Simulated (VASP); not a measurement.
# TiAl (P-6m2) in VASP: further runs, part 2 of 2

VASP 6.6.1. Earlier steps stand in the parts before.

### 3 Single point, PBEsol (16.87 Å³/atom)

This run uses another cell than the first one, of 16.87 Å³/atom.

File INCAR:

```
SYSTEM = TiAl
ALGO = Fast
EDIFF = 1E-7
ENCUT = 520
GGA = PS
ISIF = 2
ISMEAR = 0
LASPH = .TRUE.
LCHARG = .TRUE.
LELF = .TRUE.
LREAL = .FALSE.
LVHAR = .TRUE.
LWAVE = .FALSE.
NBANDS = 14
NELM = 60
PREC = Accurate
SIGMA = 0.15
```

File KPOINTS:

```
k-points
0
G
  21 21 12
  0 0 0
```

File POSCAR:

```
TiAl
1.0
    2.8850104496      0.0000000000      0.0000000000
   -1.4425052248      2.4984923395      0.0000000000
    0.0000000000      0.0000000000      4.6799630897
Ti Al
1 1
Direct
    0.0000000000      0.0000000000      0.0000000000
    0.3333333333      0.6666666667      0.5000000000
```

Potentials or basis: VASP PAW PBE potentials, release 64 (Ti_sv, Al).

On the command line:

```console
cat potpaw_PBE.64/Ti_sv/POTCAR potpaw_PBE.64/Al/POTCAR > POTCAR
mpirun -np 1 vasp_std > vasp.out
```

Run time: 9.1 min. Hardware: 1 thread of Intel Xeon 8259CL, shared host; peak memory 0.29 GiB.

It converged, with:

```
Free energy            : -12.9300 eV
Pressure               : -4.0 GPa
Band gap on the k mesh : zero (an odd number of electrons rules out a gap without spin polarisation)
```

Stress tensor (GPa, compression positive):
```
-3.77  0.00  0.00
 0.00 -3.77  0.00
 0.00  0.00 -4.54
```

Levels at points of the mesh, in eV from the Fermi level:
```tsv
k point	band 4	band 5	band 6	band 7	band 8	band 9	band 10	band 11
(0.00, 0.00, 0.00)	-32.34	-8.85	-2.27	-1.77	1.26	1.26	2.70	2.70
(0.00, 0.00, 0.50)	-32.34	-7.95	-5.23	-0.39	1.27	1.27	2.62	2.62
```

Caveat: the cell stands under tension; the PAW data sets were made with another functional, which shifts forces and pressure a little.

### 4 Single point, PBEsol (17.52 Å³/atom)

This run uses another cell than the first one, of 17.52 Å³/atom.

File INCAR:

```
ALGO = Fast ; EDIFF = 1E-6
ENCUT = 520 ; GGA = PS
ISIF = 2 ; ISMEAR = 0
LASPH = T ; LCHARG = T
LELF = T ; LREAL = F
LVHAR = T ; LWAVE = F
NBANDS = 14 ; NELM = 60
PREC = Accurate ; SIGMA = 0.15
```

File KPOINTS:

```
k-points
0
Gamma
  21 21 12
```

File POSCAR:

```
TiAl
1.0
    2.9215484151      0.0000000000      0.0000000000
   -1.4607742075      2.5301351459      0.0000000000
    0.0000000000      0.0000000000      4.7392337000
Ti Al
1 1
Direct
    0.0000000000      0.0000000000      0.0000000000
    0.3333333333      0.6666666667      0.5000000000
```

Potentials or basis: VASP PAW PBE potentials, release 64 (Ti_sv, Al).

On the command line:

```console
cat potpaw_PBE.64/Ti_sv/POTCAR potpaw_PBE.64/Al/POTCAR > POTCAR
mpirun -np 1 vasp_std > vasp.out
```

OUTCAR:

```text
EDIFF = 1E-6
   ENCUT = 520
   GGA = PS
   ISIF = 2
   ISMEAR = 0
   LASPH = T
   LREAL = F
   NELM = 60
   PREC = Accurate

 ion  position               nearest neighbor table
   1  0.000  0.000  0.000-   2 2.91   2 2.91   2 2.91   2 2.91   2 2.91   2 2.91
   2  0.333  0.667  0.500-   1 2.91   1 2.91   1 2.91   1 2.91   1 2.91   1 2.91

  LATTYP: Found a hexagonal cell.
 ALAT       =     2.9215484151
 C/A-ratio  =     1.6221650394

  Lattice vectors:

[... 595 lines left out ...]
 [... further k-points ...]

------------------------ aborting loop because EDIFF is reached ----------------------------------------

  FORCE on cell =-STRESS in cart. coord.  units (eV):
  Direction    XX          YY          ZZ          XY          YZ          ZX
  --------------------------------------------------------------------------------------
  -------------------------------------------------------------------------------------
  Total       -1.5326268     -1.5326268     -1.8108486     -0.0000000      0.0000000      0.0000000
  in kB      -70.0941969    -70.0941969    -82.8185820     -0.0000000      0.0000000      0.0000000
  external PRESSURE =     -74.3356586 kB  Pullay stress =       0.0000000 kB

 VOLUME and BASIS-vectors are now :
 -----------------------------------------------------------------------------
  energy-cutoff  :      520.00
  volume of cell :       35.03
      direct lattice vectors                 reciprocal lattice vectors
     2.921548415  0.000000000  0.000000000     0.342284247  0.197617902  0.000000000
    -1.460774208  2.530135146  0.000000000     0.000000000  0.395235805  0.000000000
     0.000000000  0.000000000  4.739233700     0.000000000  0.000000000  0.211004577

 POSITION                                       TOTAL-FORCE (eV/Angst)
 -----------------------------------------------------------------------------------
      0.00000      0.00000      0.00000        -0.000000      0.000000      0.000000
     -0.00000      1.68676      2.36962         0.000000     -0.000000      0.000000
 -----------------------------------------------------------------------------------
    total drift:                                0.000000     -0.000000      0.000000

  FREE ENERGIE OF THE ION-ELECTRON SYSTEM (eV)
  ---------------------------------------------------
  free  energy   TOTEN  =       -12.8835600649 eV

  energy  without entropy=      -12.8530131982  energy(sigma->0) =      -12.86828663
```

OSZICAR:

```text
N       E                     dE             d eps       ncg     rms          rms(c)
DAV:   1     0.990391256455E+02    0.99039E+02   -0.70624E+03  9408   0.107E+03
DAV:   2    -0.867791966196E+01   -0.10772E+03   -0.10366E+03  9774   0.297E+02
DAV:   3    -0.144366924331E+02   -0.57588E+01   -0.56289E+01 14134   0.658E+01
[... 21 lines left out ...]
RMM:  25    -0.128835547884E+02   -0.27322E-05   -0.29500E-05 11565   0.211E-02    0.155E-02
RMM:  26    -0.128835570187E+02   -0.22303E-05   -0.24047E-05 11913   0.194E-02    0.128E-02
RMM:  27    -0.128835583094E+02   -0.12907E-05   -0.14336E-05 10183   0.150E-02    0.127E-02
RMM:  28    -0.128835593965E+02   -0.10871E-05   -0.11852E-05  9155   0.126E-02    0.125E-02
RMM:  29    -0.128835600649E+02   -0.66837E-06   -0.74802E-06  8739   0.107E-02
   1 F= -.12883560E+02 E0= -.12868287E+02  d E =-.305469E-01
```

Run time: 7.6 min. Hardware: 1 thread of Intel Xeon 8259CL, shared host; peak memory 0.29 GiB.

Results:

| Item | Value |
| --- | --- |
| Free energy | -12.8836 eV |
| Pressure | -7.4 GPa |
| Band gap on the k mesh | zero (an odd number of electrons rules out a gap without spin polarisation) |

Stress tensor (GPa, compression positive):
```
-7.01  0.00  0.00
 0.00 -7.01  0.00
 0.00  0.00 -8.28
```

Levels at points of the mesh, in eV from the Fermi level:
```
           k point  band 4  band 5  band 6  band 7  band 8  band 9  band 10  band 11  band 12  band 13
(0.00, 0.00, 0.00)  -32.46   -8.67   -2.22   -1.75    1.21    1.21     2.57     2.57     3.71    12.39
(0.00, 0.00, 0.50)  -32.46   -7.81   -5.14   -0.37    1.22    1.22     2.50     2.50     6.68    10.48
```

Caveat: the cell stands under tension; the PAW data sets were made with another functional, which shifts forces and pressure a little.

### 5 Single point, PBEsol (18.17 Å³/atom)

This run uses another cell than the first one, of 18.17 Å³/atom.

File INCAR:

```
PREC = Accurate
ENCUT = 520
EDIFF = 1E-6
ISMEAR = 0
SIGMA = 0.15
LREAL = F
LASPH = T
NELM = 80
ALGO = Fast
ISIF = 2
LWAVE = F
LCHARG = T
GGA = PS
LELF = T
LVHAR = T
NBANDS = 14
```

File KPOINTS:

```
regular mesh
0
Gamma
  21 21 12
```

File POSCAR:

```
TiAl
1.0
    2.9571946349      0.0000000000      0.0000000000
   -1.4785973175      2.5610056778      0.0000000000
    0.0000000000      0.0000000000      4.7970577516
Ti Al
1 1
Direct
    0.0000000000      0.0000000000      0.0000000000
    0.3333333333      0.6666666667      0.5000000000
```

On the command line:

```console
cat potpaw_PBE.64/Ti_sv/POTCAR potpaw_PBE.64/Al/POTCAR > POTCAR
mpirun -np 1 vasp_std > vasp.out
```

It took 7.4 min on 1 thread of Intel Xeon 8259CL, shared host; peak memory 0.3 GiB.

The run converged. Its results:

| Quantity | Value |
| --- | --- |
| Free energy | -12.8123 eV |
| Pressure | -10.2 GPa |
| Band gap on the k mesh | zero (an odd number of electrons rules out a gap without spin polarisation) |

Stress tensor (GPa, compression positive):
```
 -9.62   0.00   0.00
  0.00  -9.62   0.00
  0.00   0.00 -11.30
```

Levels at points of the mesh, in eV from the Fermi level:
```csv
k point,band 6,band 7,band 8,band 9,band 10,band 11
"(0.00, 0.00, 0.00)",-2.19,-1.73,1.16,1.16,2.46,2.46
"(0.00, 0.00, 0.50)",-5.06,-0.35,1.17,1.17,2.39,2.39
```

Caveat: the cell stands under tension; the PAW data sets were made with another functional, which shifts forces and pressure a little.

### 6 The runs side by side

| cell | further INCAR settings | gap on the mesh (eV) | pressure (GPa) |
| --- | --- | --- | --- |
| a = 2.848, b = 2.848, c = 4.619 Å, angles 90.0, 90.0, 120.0°, 2 atoms | ALGO = Fast; EDIFF = 1e-06; NBANDS = 14 | none | 0.0 |
| a = 2.885, b = 2.885, c = 4.680 Å, angles 90.0, 90.0, 120.0°, 2 atoms | ALGO = Fast; EDIFF = 1e-07; NBANDS = 14 | none | -4.0 |
| a = 2.922, b = 2.922, c = 4.739 Å, angles 90.0, 90.0, 120.0°, 2 atoms | ALGO = Fast; EDIFF = 1e-06; NBANDS = 14 | none | -7.4 |
| a = 2.957, b = 2.957, c = 4.797 Å, angles 90.0, 90.0, 120.0°, 2 atoms | ALGO = Fast; EDIFF = 1e-06; NBANDS = 14 | none | -10.2 |

Alike in all rows: task single point; level PBEsol; potentials or basis VASP PAW PBE potentials, release 64 (Ti_sv, Al); no spin polarisation; k mesh 21 × 21 × 12; cutoff (eV) 520; smearing gaussian 0.15 eV.

Caveats: the PAW data sets were made with another functional, which shifts forces and pressure a little; the cell stands under tension (at least some runs).

Total energies depend on the potentials used, so only differences within one code and one set of settings carry meaning.
